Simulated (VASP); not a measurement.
# Ge: relaxation of cell and atoms with r2SCAN

Ge:

```xyz
2
Lattice="2.9100 0.0000 0.0000 -1.4550 2.5201 0.0000 0.0000 0.0000 4.7520" Properties=species:S:1:pos:R:3 pbc="T T T"
Ge    0.0000    1.6801    1.1880
Ge    1.4550    0.8400    3.5640
```

```yaml
Program: VASP 6.6.1
Task: relaxation of cell and atoms
Functional: r2SCAN
Potentials_or_basis: VASP PAW PBE potentials, release 64 (Ge_d)
Cutoff: 600 eV
k_mesh: 10 × 10 × 5
Occupations: fermi-dirac, width 0.05 eV
Spin: no spin polarisation
Target_pressure: 5 GPa
Dipole_correction: no
Further_INCAR_settings: ALGO = Normal; EDIFF = 1e-06; IBRION = 2; EDIFFG = -0.03; NSW = 80; ISIF = 3
```

```
Relaxed volume                                         : 17.57 Å³/atom
Relaxed cell                                           : a = 2.844 Å, b = 2.844 Å, c = 5.016 Å, α = 90.00°, β = 90.00°, γ = 120.00°
Space group after relaxing (to 0.05 Å)                 : P6_3/mmc (No. 194)
Energy change on relaxing (the enthalpy is what falls) : -16.3 meV/atom
Ionic steps                                            : 9
Pressure after relaxing                                : 5.0 GPa
Band gap on the k mesh                                 : zero (band 14 reaches 15.98 eV, above the bottom of band 15 at 5.01 eV)
```

Step by step:
| step | energy change (eV) | largest force (eV/Å) | pressure (GPa) | volume (Å³) |
| --- | --- | --- | --- | --- |
| 1 | 0.0000 | 0.0000 | 4.99 | 34.85 |
| 2 | -0.0022 | 0.0000 | 4.96 | 34.84 |
| 3 | -0.0138 | 0.0000 | 4.93 | 34.82 |
| 4 | -0.0185 | 0.0000 | 6.08 | 34.73 |
| 5 | -0.0245 | 0.0000 | 5.77 | 34.90 |
| 6 | -0.0282 | 0.0000 | 5.49 | 35.02 |
| 7 | -0.0263 | 0.0000 | 5.65 | 34.96 |
| 8 | -0.0295 | 0.0000 | 5.34 | 35.05 |
| 9 | -0.0327 | 0.0000 | 5.03 | 35.14 |

Final structure:
```xyz
2
Lattice="2.8442 0.0000 0.0000 -1.4221 2.4631 0.0000 0.0000 0.0000 5.0162" Properties=species:S:1:pos:R:3 pbc="T T T"
Ge    0.0000    1.6421    1.2540
Ge    1.4221    0.8210    3.7621
```

Levels at points of the mesh, in eV from the Fermi level:
| k point | band 12 | band 13 | band 14 | band 15 | band 16 | band 17 |
| --- | --- | --- | --- | --- | --- | --- |
| (0.00, 0.00, 0.00) | -9.42 | -6.55 | 8.51 | 8.96 | 8.96 | 10.80 |
| (0.50, 0.00, 0.00) | -7.37 | -3.13 | -2.59 | -1.05 | 1.42 | 3.82 |

Wall time 7.8 min on 1 thread of Intel Xeon 6975P-C (shared host), peak memory 0.18 GiB.

Caveat: the cell is relaxed towards a set pressure, so the enthalpy falls and the energy may rise; the PAW data sets were made with another functional, which shifts forces and pressure a little.
